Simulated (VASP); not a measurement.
# ZnS (F-43m) in VASP: further runs

ZnS is run at these levels: LDA; tasks: vibrations by perturbation theory, elastic constants.

Program: VASP 6.6.1. These are calculated values, not measurements. Logs are shortened: lines on timing, memory, paths and dates and some standing lists are left out, and cuts for length are marked.

## Step 1: The cell of the first run

Symmetry: F-43m, No. 216, cubic system. The conventional cell has a = 5.297 Å, b = 5.297 Å, c = 5.297 Å, α = 90.00°, β = 90.00°, γ = 90.00°. Zn (site symmetry -43m) has 4 S at 2.29 Å within 3.0 Å. Within 3.0 Å of S (site symmetry -43m) lie 4 Zn at 2.29 Å.

## Step 2: Vibrations by perturbation theory, LDA

File INCAR:

```
SYSTEM = ZnS
ALGO     = Normal         ! electronic algorithm
EDIFF    = 1E-8           ! SCF threshold, eV
ENCUT    = 520            ! plane-wave cutoff, eV
GGA      = CA             ! functional
IBRION   = 8              ! ionic algorithm
ISIF     = 2              ! what is computed and relaxed
ISMEAR   = 0              ! smearing method
LASPH    = .TRUE.         ! aspherical terms in the spheres
LCHARG   = .TRUE.         ! write CHGCAR
LEPSILON = .TRUE.         ! dielectric tensor by DFPT
LREAL    = .FALSE.        ! projectors in reciprocal space
LWAVE    = .FALSE.        ! write WAVECAR
NELM     = 100            ! most SCF steps
NSW      = 1              ! ionic steps
PREC     = Accurate       ! precision mode
SIGMA    = 0.01           ! smearing width, eV
```

File KPOINTS:

```
k-points
0
G
  10 10 10
  0 0 0
```

File POSCAR:

```
ZnS
1.0
    0.0000000000      2.6483981521      2.6483981521
    2.6483981521      0.0000000000      2.6483981521
    2.6483981521      2.6483981521      0.0000000000
Zn S
1 1
Direct
    0.2500000000      0.2500000000      0.2500000000
    0.0000000000      0.0000000000      0.0000000000
```

Potentials or basis: VASP PAW LDA potentials, release 64 (Zn, S).

Run with:

```sh
$ cat potpaw_LDA.64/Zn/POTCAR potpaw_LDA.64/S/POTCAR > POTCAR
$ mpirun -np 1 vasp_std > vasp.out
```

OUTCAR:

```text
SYSTEM = ZnS
   EDIFF = 1E-8
   ENCUT = 520
   GGA = CA
   IBRION = 8
   ISIF = 2
   ISMEAR = 0
   LASPH = .TRUE.
   LEPSILON = .TRUE.
   LREAL = .FALSE.
   NELM = 100
   NSW = 1
   PREC = Accurate

 ion  position               nearest neighbor table
   1  0.250  0.250  0.250-   2 2.29   2 2.29   2 2.29   2 2.29
   2  0.000  0.000  0.000-   1 2.29   1 2.29   1 2.29   1 2.29

  LATTYP: Found a face centered cubic cell.
 ALAT       =     5.2967963042

  Lattice vectors:

 A1 = (   0.0000000000,   2.6483981521,   2.6483981521)
 A2 = (   2.6483981521,   0.0000000000,   2.6483981521)
 A3 = (   2.6483981521,   2.6483981521,   0.0000000000)

Analysis of symmetry for initial positions (statically):
=====================================================================
 Subroutine PRICEL returns:
 Original cell was already a primitive cell.

 Routine SETGRP: Setting up the symmetry group for a
 face centered cubic supercell.

 Subroutine GETGRP returns: Found 24 space group operations
 (whereof 24 operations were pure point group operations)
 out of a pool of 48 trial point group operations.

The static configuration has the point symmetry T_d .

Analysis of symmetry for dynamics (positions and initial velocities):
=====================================================================
 Subroutine PRICEL returns:
 Original cell was already a primitive cell.

 Routine SETGRP: Setting up the symmetry group for a
 face centered cubic supercell.

 Subroutine GETGRP returns: Found 24 space group operations
 (whereof 24 operations were pure point group operations)
 out of a pool of 48 trial point group operations.

The dynamic configuration has the point symmetry T_d .

 Subroutine INISYM returns: Found 24 space group operations
 (whereof 24 operations are pure point group operations),
 and found     1 'primitive' translations

----------------------------------------------------------------------------------------

                                     Primitive cell

  volume of cell :      37.1518

  direct lattice vectors                    reciprocal lattice vectors
     0.000000000  2.648398152  2.648398152    -0.188793365  0.188793365  0.188793365
     2.648398152  0.000000000  2.648398152     0.188793365 -0.188793365  0.188793365
     2.648398152  2.648398152  0.000000000     0.188793365  0.188793365 -0.188793365

  length of vectors
     3.745400585  3.745400585  3.745400585     0.326999701  0.326999701  0.326999701

  position of ions in fractional coordinates (direct lattice)
     0.250000000  0.250000000  0.250000000
     0.000000000  0.000000000  0.000000000

  ion indices of the primitive-cell ions
   primitive index   ion index
                 1           1
                 2           2

----------------------------------------------------------------------------------------

 KPOINTS: k-points

Automatic generation of k-mesh.
 Grid dimensions read from file:
 generate k-points for:   10   10   10

 Generating k-lattice:

  Cartesian coordinates                     Fractional coordinates (reciprocal lattice)
    -0.018879337  0.018879337  0.018879337     0.100000000  0.000000000  0.000000000
     0.018879337 -0.018879337  0.018879337     0.000000000  0.100000000  0.000000000
     0.018879337  0.018879337 -0.018879337     0.000000000  0.000000000  0.100000000

  Length of vectors
     0.032699970  0.032699970  0.032699970

  Shift w.r.t. Gamma in fractional coordinates (k-lattice)
     0.000000000  0.000000000  0.000000000

 Subroutine IBZKPT returns following result:
 ===========================================
[... 499 lines left out ...]

 POSITION                                       TOTAL-FORCE (eV/Angst)
 -----------------------------------------------------------------------------------
      1.32420      1.32420      1.32420        -0.000000     -0.000000     -0.000000
      0.00000      0.00000      0.00000         0.000000      0.000000      0.000000
 -----------------------------------------------------------------------------------
    total drift:                               -0.000001     -0.000001     -0.000001

  FREE ENERGIE OF THE ION-ELECTRON SYSTEM (eV)
  ---------------------------------------------------
  free  energy   TOTEN  =        -8.2078799688 eV

  energy  without entropy=       -8.2078799688  energy(sigma->0) =       -8.20787997

 HEAD OF MICROSCOPIC STATIC DIELECTRIC TENSOR (INDEPENDENT PARTICLE, excluding Hartree and local field effects)
 ------------------------------------------------------
           6.645272    -0.000000     0.000000
           0.000000     6.645272     0.000000
          -0.000000     0.000000     6.645272
 ------------------------------------------------------

 Free energy of the ion-electron system (eV)
  ---------------------------------------------------
  ---------------------------------------------------
  free energy    TOTEN  =        -0.55629680 eV

  energy without entropy =       -0.55629680

------------------------ aborting loop because EDIFF is reached ----------------------------------------

--------------------------------------- Ionic step        2  -------------------------------------------

------------------------ aborting loop because EDIFF is reached ----------------------------------------

--------------------------------------- Ionic step        3  -------------------------------------------

------------------------ aborting loop because EDIFF is reached ----------------------------------------

 PIEZOELECTRIC TENSOR FIELD DIRECTION 3  (e Angst)
 -----------------------------------------------------------------------------
    -0.00086  1.52213  0.00000           ( -0.00000 -0.01605  0.00000)
     1.52213 -0.00086  0.00000           ( -0.01605 -0.00000  0.00000)
     0.00000  0.00000  0.00008           (  0.00000  0.00000 -0.00000)

 PIEZOELECTRIC TENSOR FIELD DIRECTION 3  (C/m^2)
 -----------------------------------------------------------------------------
    -0.00037  0.65642  0.00000
     0.65642 -0.00037  0.00000
     0.00000  0.00000  0.00003

--------------------------------------- Ionic step        4  -------------------------------------------

------------------------ aborting loop because EDIFF is reached ----------------------------------------

[... ionic steps 5 to 6 ...]

--------------------------------------- Ionic step        7  -------------------------------------------

 Free energy of the ion-electron system (eV)
  ---------------------------------------------------
  ---------------------------------------------------
  free energy    TOTEN  =        -0.10378049 eV

  energy without entropy =       -0.10378049

------------------------ aborting loop because EDIFF is reached ----------------------------------------

 INTERNAL STRAIN TENSOR  FOR ION    2  DIRECTION 1   (eV/Angst):
 -----------------------------------------------------------------------------
    -0.01752  0.00000  0.00000
     0.00000  0.01709  6.62919
     0.00000  6.62919  0.01709

 MACROSCOPIC STATIC DIELECTRIC TENSOR (including local field effects in DFT)
 ------------------------------------------------------
           6.148657     0.000000    -0.000000
          -0.000000     6.148657     0.000000
          -0.000000     0.000000     6.148657
 ------------------------------------------------------

 PIEZOELECTRIC TENSOR (including local field effects)  for field in x, y, z        (e  Angst)
          XX          YY          ZZ          XY          YZ          ZX
  --------------------------------------------------------------------------------
  x    -0.00000     0.00000     0.00000     0.00000     1.53372    -0.00000
  y    -0.00000     0.00000     0.00000    -0.00000     0.00000     1.53372
  z     0.00000    -0.00000     0.00000     1.53372    -0.00000     0.00000

 PIEZOELECTRIC TENSOR (including local field effects)  for field in x, y, z        (C/m^2)
          XX          YY          ZZ          XY          YZ          ZX
  --------------------------------------------------------------------------------
  x    -0.00000     0.00000     0.00000     0.00000     0.66142    -0.00000
  y    -0.00000     0.00000     0.00000    -0.00000     0.00000     0.66142
  z     0.00000    -0.00000     0.00000     0.66142    -0.00000     0.00000

 BORN EFFECTIVE CHARGES (including local field effects) (in |e|, cummulative output)
 ---------------------------------------------------------------------------------
 ion    1
    1     1.91243     0.00000     0.00000
    2     0.00000     1.91243     0.00000
    3     0.00000    -0.00000     1.91243
 ion    2
    1    -1.91243     0.00000     0.00000
    2    -0.00000    -1.91243    -0.00000
    3    -0.00000     0.00000    -1.91243

 INTERNAL STRAIN TENSOR FOR ION    2 for displacements in x,y,z  (eV/Angst):
          X           Y           Z          XY          YZ          ZX
  --------------------------------------------------------------------------------
  x     0.00000    -0.00000    -0.00000     0.00000     6.62919     0.00000
  y    -0.00000     0.00000    -0.00000     0.00000     0.00000     6.62919
  z    -0.00000    -0.00000     0.00000     6.62919     0.00000     0.00000

 SECOND DERIVATIVES (NOT SYMMETRIZED)
 ------------------------------------
               1X          1Y          1Z          2X          2Y          2Z
  1X    -6.844659    0.000000    0.000000    6.844659    0.000000    0.000000
  1Y     0.000000   -6.844659    0.000000    0.000000    6.844659    0.000000
  1Z     0.000000    0.000000   -6.844659    0.000000    0.000000    6.844659
  2X     6.763404    0.000000    0.000000   -6.763404    0.000000    0.000000
  2Y     0.000000    6.763404    0.000000    0.000000   -6.763404    0.000000
  2Z     0.000000    0.000000    6.763404    0.000000    0.000000   -6.763404

 Eigenvectors and eigenvalues of the dynamical matrix
 ----------------------------------------------------

   1 f  =    8.782497 THz    55.182058 2PiTHz  292.952577 cm-1    36.321474 meV
             X         Y         Z           dx          dy          dz
      1.324199  1.324199  1.324199    -0.575912    0.000000    0.000000
      0.000000  0.000000  0.000000     0.817511    0.000000    0.000000
[... 21 lines left out ...]
   6 f/i=    0.024690 THz     0.155133 2PiTHz    0.823576 cm-1     0.102110 meV
             X         Y         Z           dx          dy          dz
      1.324199  1.324199  1.324199     0.000000    0.000000    0.817511
      0.000000  0.000000  0.000000     0.000000    0.000000    0.575912

--------------------------------------------------------------------------------------------------------

 MACROSCOPIC STATIC DIELECTRIC TENSOR IONIC CONTRIBUTION
 ------------------------------------------------------
           2.618081     0.000000     0.000000
           0.000000     2.618081    -0.000000
           0.000000    -0.000000     2.618081
 ------------------------------------------------------

 ELASTIC MODULI CONTR FROM IONIC RELAXATION (kBar)
 Direction    XX          YY          ZZ          XY          YZ          ZX
 --------------------------------------------------------------------------------
 XX          -0.0000      0.0000      0.0000      0.0000     -0.0000      0.0000
 YY           0.0000     -0.0000     -0.0000      0.0000      0.0000     -0.0000
 ZZ           0.0000     -0.0000     -0.0000     -0.0000      0.0000      0.0000
 XY           0.0000      0.0000     -0.0000   -278.0820      0.0000      0.0000
 YZ          -0.0000      0.0000      0.0000      0.0000   -278.0820      0.0000
 ZX           0.0000     -0.0000      0.0000      0.0000      0.0000   -278.0820
 --------------------------------------------------------------------------------

 PIEZOELECTRIC TENSOR IONIC CONTR  for field in x, y, z        (C/m^2)
          XX          YY          ZZ          XY          YZ          ZX
  --------------------------------------------------------------------------------
  x    -0.00000     0.00000     0.00000     0.00000    -0.80288     0.00000
  y     0.00000    -0.00000     0.00000    -0.00000    -0.00000    -0.80288
  z     0.00000     0.00000    -0.00000    -0.80288    -0.00000     0.00000
```

Run time: 18 min. Hardware: 1 thread of Intel Xeon 8259CL, shared host; peak memory 0.32 GiB.

What came out:

| Item | Value |
| --- | --- |
| Electronic dielectric tensor (diagonal) | 6.15 |
| Born charges (mean of the diagonal) | Zn +1.91; S -1.91 e |
| Highest phonon frequency at Γ, LO-TO splitting left out | 293 cm⁻¹ |

Phonon frequencies in cm⁻¹ (negative: imaginary):
```
              q point           frequencies
(0.000, 0.000, 0.000)  -1 -1 -1 293 293 293
```

Electronic dielectric tensor:
```
6.15 0.00 0.00
0.00 6.15 0.00
0.00 0.00 6.15
```

Born effective charge tensors (e):
atom 1, Zn
```
1.91 0.00 0.00
0.00 1.91 0.00
0.00 0.00 1.91
```
atom 2, S
```
-1.91  0.00  0.00
 0.00 -1.91  0.00
 0.00  0.00 -1.91
```

## Step 3: Elastic constants, LDA

File INCAR:

```
PREC     = Accurate       # precision mode
ENCUT    = 600            # plane-wave cutoff, eV
EDIFF    = 1E-8           # SCF threshold, eV
ISMEAR   = 0              # smearing method
SIGMA    = 0.01           # smearing width, eV
LREAL    = False          # projectors in reciprocal space
LASPH    = True           # aspherical terms in the spheres
NELM     = 100            # most SCF steps
ALGO     = Normal         # electronic algorithm
ISIF     = 3              # what is computed and relaxed
LWAVE    = False          # write WAVECAR
LCHARG   = False          # write CHGCAR
GGA      = CA             # functional
NBANDS   = 16             # bands
IBRION   = 6              # ionic algorithm
NFREE    = 2            
POTIM    = 0.015          # step
NSW      = 1              # ionic steps
```

File KPOINTS:

```
regular mesh
0
Gamma
  10 10 10
```

POSCAR is that of step 2.

Potentials or basis: VASP PAW LDA potentials, release 64 (Zn, S).

Run with:

```sh
$ cat potpaw_LDA.64/Zn/POTCAR potpaw_LDA.64/S/POTCAR > POTCAR
$ mpirun -np 1 vasp_std > vasp.out
```

Wall time 50 min (1 thread of Intel Xeon 8259CL, shared host); peak memory 0.43 GiB.

The run converged. Its results:

| Item | Value |
| --- | --- |
| Elastic constants C11, C12, C44 | 117, 72, 52 GPa |
| Voigt bulk modulus | 87 GPa |
| Highest phonon frequency at Γ, LO-TO splitting left out | 292 cm⁻¹ |

Phonon frequencies in cm⁻¹ (negative: imaginary):
| q point | frequencies |
| --- | --- |
| (0.000, 0.000, 0.000) | 0 0 0 292 292 292 |

Elastic tensor in Voigt notation (GPa, in the Cartesian axes of the cell as first typed):
```
117  72  72   0   0   0
 72 117  72   0   0   0
 72  72 117   0   0   0
  0   0   0  52   0   0
  0   0   0   0  52   0
  0   0   0   0   0  52
```

Clamped-ion elastic tensor (GPa):
```
117  72  72   0   0   0
 72 117  72   0   0   0
 72  72 117   0   0   0
  0   0   0  82   0   0
  0   0   0   0  82   0
  0   0   0   0   0  82
```
